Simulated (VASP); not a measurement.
# SiTe4H (R-3m) in VASP: notebook

Runs on SiTe4H. Level: PBE. Tasks: single point, relaxation of cell and atoms.

Program: VASP 6.6.1. These are calculated values, not measurements. Logs are shortened: lines on timing, memory, paths and dates and some standing lists are left out, and cuts for length are marked.

**1. The cell of the first run**

The structure is trigonal, space group R-3m (No. 166). The conventional cell has a = 5.535 Å, b = 5.535 Å, c = 15.945 Å, α = 90.00°, β = 90.00°, γ = 120.00°. Si (site symmetry -3m) has 8 Te at 2.76 to 3.27 Å within 3.6 Å. Te (site symmetry 3m) has 1 Si at 2.76 Å and 3 H at 3.20 Å and 10 Te at 3.20 to 3.80 Å within 3.9 Å. Within 2.6 Å of Te (site symmetry 3m) lie 1 H at 1.96 Å. H (site symmetry -3m) has 2 Te at 1.96 Å within 2.6 Å.

The cell was built from a structure type or drawn by symmetry, and may not be a known phase.

**2. Single point, PBE**

The input, INCAR:

```
ALGO = Normal ; EDIFF = 1E-7
ENCUT = 520 ; GGA = PE
ISIF = 2 ; ISMEAR = 0
LASPH = T ; LCHARG = F
LREAL = F ; LWAVE = F
NBANDS = 24 ; NELM = 80
PREC = Accurate ; SIGMA = 0.1
```

The input, KPOINTS:

```
k-points
0
Gamma
  3 3 3
```

The input, POSCAR:

```
SiTe4H
1.0
    2.7673210613      1.5977135597      5.3150505232
   -2.7673210613      1.5977135597      5.3150505232
    0.0000000000     -3.1954271194      5.3150505232
Si Te H
1 4 1
Direct
    0.0000000000      0.0000000000      0.0000000000
    0.8271325117      0.8271325117      0.8271325117
    0.1728674883      0.1728674883      0.1728674883
    0.3768877590      0.3768877590      0.3768877590
    0.6231122410      0.6231122410      0.6231122410
    0.5000000000      0.5000000000      0.5000000000
```

Potentials or basis: VASP PAW PBE potentials, release 64 (Si, Te, H).

Run with:

```console
$ cat potpaw_PBE.64/Si/POTCAR potpaw_PBE.64/Te/POTCAR potpaw_PBE.64/H/POTCAR > POTCAR
$ mpirun -np 1 vasp_std > vasp.out
```

OUTCAR:

```text
EDIFF = 1E-7
   ENCUT = 520
   GGA = PE
   ISIF = 2
   ISMEAR = 0
   LASPH = T
   LREAL = F
   NELM = 80
   PREC = Accurate

 ion  position               nearest neighbor table
   1  0.000  0.000  0.000-   2 2.76   3 2.76   5 3.27   5 3.27   4 3.27   4 3.27   5 3.27   4 3.27

   2  0.827  0.827  0.827-   1 2.76   3 3.20   3 3.20   3 3.20   5 3.25
   3  0.173  0.173  0.173-   1 2.76   2 3.20   2 3.20   2 3.20   4 3.25
   4  0.377  0.377  0.377-   6 1.96   3 3.25   1 3.27   1 3.27   1 3.27   5 3.48   5 3.48   5 3.48

   5  0.623  0.623  0.623-   6 1.96   2 3.25   1 3.27   1 3.27   1 3.27   4 3.48   4 3.48   4 3.48

   6  0.500  0.500  0.500-   4 1.96   5 1.96

  LATTYP: Found a trigonal (rhomboedric) cell.
 ALAT       =     6.2016543389
 COS(alpha) =     0.6017699945

  Lattice vectors:

 A1 = (   2.7673210613,   1.5977135597,   5.3150505232)
 A2 = (  -2.7673210613,   1.5977135597,   5.3150505232)
 A3 = (   0.0000000000,  -3.1954271194,   5.3150505232)

Analysis of symmetry for initial positions (statically):
=====================================================================
 Subroutine PRICEL returns:
 Original cell was already a primitive cell.

 Routine SETGRP: Setting up the symmetry group for a
 trigonal (rhombohedral) supercell.

 Subroutine GETGRP returns: Found 12 space group operations
 (whereof 12 operations were pure point group operations)
 out of a pool of 12 trial point group operations.

The static configuration has the point symmetry D_3d.

Analysis of symmetry for dynamics (positions and initial velocities):
=====================================================================
 Subroutine PRICEL returns:
 Original cell was already a primitive cell.

 Routine SETGRP: Setting up the symmetry group for a
 trigonal (rhombohedral) supercell.

 Subroutine GETGRP returns: Found 12 space group operations
 (whereof 12 operations were pure point group operations)
 out of a pool of 12 trial point group operations.

The dynamic configuration has the point symmetry D_3d.

 Subroutine INISYM returns: Found 12 space group operations
 (whereof 12 operations are pure point group operations),
 and found     1 'primitive' translations

----------------------------------------------------------------------------------------

                                     Primitive cell

  volume of cell :     140.9994

  direct lattice vectors                    reciprocal lattice vectors
     2.767321061  1.597713560  5.315050523     0.180680156  0.104315736  0.062714989
    -2.767321061  1.597713560  5.315050523    -0.180680156  0.104315736  0.062714989
     0.000000000 -3.195427119  5.315050523     0.000000000 -0.208631473  0.062714989

  length of vectors
     6.201654339  6.201654339  6.201654339     0.217853761  0.217853761  0.217853761

  position of ions in fractional coordinates (direct lattice)
     0.000000000  0.000000000  0.000000000
     0.827132512  0.827132512  0.827132512
     0.172867488  0.172867488  0.172867488
     0.376887759  0.376887759  0.376887759
     0.623112241  0.623112241  0.623112241
     0.500000000  0.500000000  0.500000000

  ion indices of the primitive-cell ions
   primitive index   ion index
                 1           1
                 2           2
                 3           3
                 4           4
                 5           5
                 6           6

----------------------------------------------------------------------------------------

 KPOINTS: k-points

Automatic generation of k-mesh.
 Grid dimensions read from file:
 generate k-points for:    3    3    3

 Generating k-lattice:

  Cartesian coordinates                     Fractional coordinates (reciprocal lattice)
     0.060226719  0.034771912  0.020904996     0.333333333  0.000000000  0.000000000
    -0.060226719  0.034771912  0.020904996     0.000000000  0.333333333  0.000000000
     0.000000000 -0.069543824  0.020904996     0.000000000  0.000000000  0.333333333

  Length of vectors
     0.072617920  0.072617920  0.072617920

  Shift w.r.t. Gamma in fractional coordinates (k-lattice)
     0.000000000  0.000000000  0.000000000

 Subroutine IBZKPT returns following result:
 ===========================================

 Found      6 irreducible k-points:

 Following reciprocal coordinates:
            Coordinates               Weight
  0.000000  0.000000  0.000000      1.000000
  0.333333  0.000000  0.000000      6.000000
  0.333333  0.333333  0.000000      6.000000
 -0.333333  0.333333  0.000000      6.000000
  0.333333  0.333333  0.333333      2.000000
 -0.333333  0.333333  0.333333      6.000000
   k-points           NKPTS =      6   k-points in BZ     NKDIM =      6   number of bands    NBANDS=     24
   number of dos      NEDOS =    301   number of ions     NIONS =      6
   total plane-waves  NPLWV = 110592
   dimension x,y,z NGX =    48 NGY =   48 NGZ =   48
   dimension x,y,z NGXF=    96 NGYF=   96 NGZF=   96
   ions per type =               1   4   1
   NGX,Y,Z   is equivalent  to a cutoff of  12.87, 12.87, 12.87 a.u.
   NGXF,Y,Z  is equivalent  to a cutoff of  25.73, 25.73, 25.73 a.u.
 SYSTEM =  unknown system
   PREC   = accura    normal or accurate (medium, high low for compatibility)
   ISTART =      0    job   : 0-new  1-cont  2-samecut
   ICHARG =      2    charge: 1-file 2-atom 10-const
   ISPIN  =      1    spin polarized calculation?
   LNONCOLLINEAR =      F non collinear calculations
   LSORBIT =      F    spin-orbit coupling
   LASPH  =      T    aspherical Exc in radial PAW
   ENCUT  =  520.0 eV  38.22 Ry    6.18 a.u.  11.53 11.53 11.53*2*pi/ulx,y,z
   NELM   =     80;   NELMIN=  2; NELMDL= -5     # of ELM steps
   EDIFF  = 0.1E-06   stopping-criterion for ELM
   LREAL  =      F    real-space projection
   EDIFFG = 0.1E-05   stopping-criterion for IOM
   NSW    =      0    number of steps for IOM
   IBRION =     -1    ionic relax: 0-MD 1-quasi-New 2-CG
   NFREE  =      0    steps in history (QN), initial steepest desc. (CG)
   ISIF   =      2    stress and relaxation
   ISYM   =      2    0-nonsym 1-usesym 2-fastsym
   POTIM  = 0.5000    time-step for ionic-motion
   TEBEG  =    0.0;   TEEND  =   0.0 temperature during run
   PSTRESS=    0.0 pullay stress
   NELECT =      29.0000    total number of electrons
   NUPDOWN=      -1.0000    fix difference up-down
   EMIN   =  10.00;   EMAX   =-10.00  energy-range for DOS
   EFERMI =   0.00;   METHOD = LEGACY
   ISMEAR =     0;   SIGMA  =   0.10  broadening in eV -4-tet -1-fermi 0-gaus
   EFERMI_NEDOS =   21; number of points for ismear=-14 and -15
   IALGO  =     38    algorithm
   IMIX   =      4    mixing-type and parameters
     AMIX     =   0.40;   BMIX     =  1.00
     AMIX_MAG =   1.60;   BMIX_MAG =  1.00
  volume/ion in A,a.u.               =      23.50       158.59
  Fermi-wavevector in a.u.,A,eV,Ry     =   0.966351  1.826140 12.705600  0.933835
  Thomas-Fermi vector in A             =   2.096146
   LORBIT       =      0    0 simple, 1 ext, 2 COOP (PROOUT), +10 PAW based schemes
   GGA     = PE    functional components
   LHFCALC =     F    Hartree Fock is set to
   AEXX    =    0.0000 exact exchange contribution
   IVDW    =     0    specifies the selected vdW correction
   LEPSILON=     F    determine dielectric tensor
   LRPA    =     F    only Hartree local field effects (RPA)
 non-spin polarized calculation
 Gauss-broadening in eV      SIGMA  =   0.10
  energy-cutoff  :      520.00
  volume of cell :      141.00
 maximum number of plane-waves:      3865
 NGX is ok and might be reduce to    48
   NGX = 23   NGY = 23   NGZ = 23

 number of electron      29.0000000 magnetization

 Free energy of the ion-electron system (eV)
  ---------------------------------------------------
  ext. energy  EPLUGINS =         0.00000000
  ---------------------------------------------------
  free energy    TOTEN  =       -18.84429770 eV

  energy without entropy =      -18.83881951  energy(sigma->0) =      -18.84155861

 E-fermi :   7.2338     XC(G=0):  -9.8911

 val. band max:        7.0246836491   @ k =   0.3333   0.3333   0.0000
 cond. band min:       7.3351607264   @ k =   0.3333   0.0000   0.0000
 fundamental gap:      0.3104770774
 Fermi energy:         7.2337960147

 k-point     1 :       0.0000    0.0000    0.0000
  band No.  band energies     occupation
      1      -6.4874      2.00000
      2      -3.7567      2.00000
      3      -3.1208      2.00000
      4      -2.4456      2.00000
      5       0.3013      2.00000
      6       1.7419      2.00000
[... 16 lines left out ...]
     23      13.8781      0.00000
     24      14.5449      0.00000

 k-point     2 :       0.3333    0.0000    0.0000
  band No.  band energies     occupation
      1      -5.8381      2.00000
      2      -4.2561      2.00000
      3      -3.5144      2.00000
      4      -3.0153      2.00000
      5       0.0148      2.00000
      6       1.0941      2.00000
[... 16 lines left out ...]
     23      13.4280      0.00000
     24      14.1558      0.00000

 k-point     3 :       0.3333    0.3333    0.0000
  band No.  band energies     occupation
      1      -5.6804      2.00000
      2      -4.0009      2.00000
      3      -3.6902      2.00000
      4      -3.5561      2.00000
      5      -0.5012      2.00000
      6       1.7322      2.00000
[... 16 lines left out ...]
     23      13.6938      0.00000
     24      13.9362      0.00000

 k-point     4 :      -0.3333    0.3333    0.0000
  band No.  band energies     occupation
      1      -4.8513      2.00000
      2      -4.5610      2.00000
      3      -4.2358      2.00000
      4      -3.6163      2.00000
      5      -0.4777      2.00000
      6       1.2921      2.00000
[... 16 lines left out ...]
     23      13.0702      0.00000
     24      13.6851      0.00000

 k-point     5 :       0.3333    0.3333    0.3333
  band No.  band energies     occupation
      1      -6.0058      2.00000
      2      -4.5283      2.00000
      3      -3.4027      2.00000
      4      -2.8027      2.00000
      5       0.5114      2.00000
      6       2.9129      2.00000
[... 16 lines left out ...]
     23      12.6236      0.00000
     24      15.3256      0.00000

 k-point     6 :      -0.3333    0.3333    0.3333
  band No.  band energies     occupation
      1      -5.1539      2.00000
      2      -4.5863      2.00000
      3      -4.1236      2.00000
      4      -3.4821      2.00000
      5       0.1663      2.00000
      6       1.7834      2.00000
[... 16 lines left out ...]
     23      13.0998      0.00000
     24      13.3234      0.00000

------------------------ aborting loop because EDIFF is reached ----------------------------------------

  FORCE on cell =-STRESS in cart. coord.  units (eV):
  Direction    XX          YY          ZZ          XY          YZ          ZX
  --------------------------------------------------------------------------------------
  -------------------------------------------------------------------------------------
  Total       -0.0665770     -0.0665770      0.1027294      0.0000000     -0.0000000      0.0000000
  in kB       -0.7565150     -0.7565150      1.1673154      0.0000000     -0.0000000      0.0000000
  external PRESSURE =      -0.1152382 kB  Pullay stress =       0.0000000 kB

 VOLUME and BASIS-vectors are now :
 -----------------------------------------------------------------------------
  energy-cutoff  :      520.00
  volume of cell :      141.00
      direct lattice vectors                 reciprocal lattice vectors
     2.767321061  1.597713560  5.315050523     0.180680156  0.104315736  0.062714989
    -2.767321061  1.597713560  5.315050523    -0.180680156  0.104315736  0.062714989
     0.000000000 -3.195427119  5.315050523     0.000000000 -0.208631473  0.062714989

 POSITION                                       TOTAL-FORCE (eV/Angst)
 -----------------------------------------------------------------------------------
      0.00000      0.00000      0.00000        -0.000000      0.000000      0.000000
      0.00000      0.00000     13.18875         0.000000      0.000000     -0.001091
      0.00000      0.00000      2.75640         0.000000      0.000000      0.001091
      0.00000      0.00000      6.00953         0.000000      0.000000     -0.003636
      0.00000      0.00000      9.93562         0.000000     -0.000000      0.003636
      0.00000      0.00000      7.97258         0.000000      0.000000      0.000000
 -----------------------------------------------------------------------------------
    total drift:                               -0.000000      0.000000     -0.000000

  FREE ENERGIE OF THE ION-ELECTRON SYSTEM (eV)
  ---------------------------------------------------
  free  energy   TOTEN  =       -18.8442977022 eV

  energy  without entropy=      -18.8388195105  energy(sigma->0) =      -18.84155861
```

Run time: 37 s. Hardware: 1 thread of Intel Xeon Platinum 8488C (Sapphire Rapids), shared host; peak memory 0.31 GiB.

What came out:

- Free energy: -18.8443 eV
- Pressure: 0.0 GPa
- Largest force: 0.004 eV/Å
- Band gap on the k mesh: zero (an odd number of electrons rules out a gap without spin polarisation)

Forces in eV/Å, atoms in the order of the input:
```
Si   0.000  0.000  0.000
Te   0.000  0.000 -0.001
Te   0.000  0.000  0.001
Te   0.000  0.000 -0.004
Te   0.000  0.000  0.004
H    0.000  0.000  0.000
```

Stress tensor (GPa, compression positive):
```
-0.08  0.00  0.00
 0.00 -0.08  0.00
 0.00  0.00  0.12
```

Levels at points of the mesh, in eV from the Fermi level:
```
           k point  band 12  band 13  band 14  band 15  band 16  band 17
(0.00, 0.00, 0.00)    -2.93    -2.93    -0.55    -0.55     0.25     0.43
```

Caveat: the k points lie up to 0.46 Å⁻¹ apart, too coarse for converged energies and pressures of a metal; spin-orbit coupling is left out, which moves the levels of the heavy elements.

**3. Single point, PBE**

This run uses another cell than the first one, of 27.59 Å³/atom.

The input, INCAR:

```
PREC = Accurate
ENCUT = 520
EDIFF = 1E-6
ISMEAR = 0
SIGMA = 0.1
LREAL = False
LASPH = True
NELM = 60
ALGO = Normal
ISIF = 2
LWAVE = False
LCHARG = False
GGA = PE
NBANDS = 24
```

The input, KPOINTS:

```
Automatic mesh
0
Gamma
  3 3 3
```

The input, POSCAR:

```
SiTe4H
1.0
    3.2792753300      1.8932904900      4.4443087900
   -3.2792753300      1.8932904900      4.4443087900
    0.0000000000     -3.7865809800      4.4443087900
Si Te H
1 4 1
Direct
    0.0000000000      0.0000000000      0.0000000000
    0.8434944300      0.8434944300      0.8434944300
    0.1565055700      0.1565055700      0.1565055700
    0.3495204300      0.3495204300      0.3495204300
    0.6504795700      0.6504795700      0.6504795700
    0.5000000000      0.5000000000      0.5000000000
```

Potentials or basis: VASP PAW PBE potentials, release 64 (Si, Te, H).

Run with:

```console
$ cat potpaw_PBE.64/Si/POTCAR potpaw_PBE.64/Te/POTCAR potpaw_PBE.64/H/POTCAR > POTCAR
$ mpirun -np 1 vasp_std > vasp.out
```

Wall time 33 s (1 thread of Intel Xeon Platinum 8488C (Sapphire Rapids), shared host); peak memory 0.31 GiB.

It converged, with:

* Free energy: -14.3646 eV
* Pressure: 14.1 GPa
* Largest force: 3.917 eV/Å
* Band gap on the k mesh: zero (an odd number of electrons rules out a gap without spin polarisation)

Forces on the atoms (eV/Å):
```
Si   0.000  0.000  0.000
Te   0.000  0.000 -3.917
Te   0.000  0.000  3.917
Te   0.000  0.000  3.246
Te   0.000  0.000 -3.246
H    0.000  0.000  0.000
```

Stress tensor (GPa, compression positive):
```
-0.38  0.00  0.00
 0.00 -0.38  0.00
 0.00  0.00 43.05
```

Levels at points of the mesh, in eV from the Fermi level:
| k point | band 11 | band 12 | band 13 | band 14 | band 15 | band 16 | band 17 | band 18 |
| --- | --- | --- | --- | --- | --- | --- | --- | --- |
| (0.00, 0.00, 0.00) | -2.70 | -1.35 | -1.35 | -0.55 | -0.55 | 2.03 | 2.09 | 2.09 |

Caveat: the k points lie up to 0.40 Å⁻¹ apart, too coarse for converged energies and pressures of a metal; spin-orbit coupling is left out, which moves the levels of the heavy elements; forces of over 1 eV/Å act on the atoms, so gaps and moduli don't describe the material at rest.

[end of part 1 of 2]
